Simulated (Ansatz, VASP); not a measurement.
# AgI: VASP beside Ansatz

```
Ag I
1.0
    -2.34734    2.34734    3.32334
     2.34734   -2.34734    3.32334
     2.34734    2.34734   -3.32334
Ag I
1 1
Direct
  0.25000 0.75000 0.50000
  0.00000 0.00000 0.00000
```

Alike in both runs: task single point; functional r2SCAN; k mesh 6 × 6 × 6; no spin polarisation.

|  | VASP | Ansatz |
| --- | --- | --- |
| version | VASP 6.6.1 | Ansatz 0.2.0 |
| potentials or method | VASP PAW PBE potentials, release 64 (Ag, I) | plane waves, PAW |
| plane-wave cutoff (eV) | 550 | 500 |
| occupations | gaussian, width 0.01 eV | fixed |
| valence electrons in the cell | 18 | 36 |

|  | VASP | Ansatz | Ansatz less VASP |
| --- | --- | --- | --- |
| gap on the k mesh at the Fermi level (eV) | 1.79 | 1.82 | +0.032 |
| pressure (GPa) | -0.9 | -0.8 | +0.11 |

VASP's potentials were made for PBE, not for r2SCAN. VASP's potentials hold 18 valence electrons a cell and Ansatz's 36, so a difference there can come from the potentials and not from the codes.

Spin-orbit coupling is off throughout.
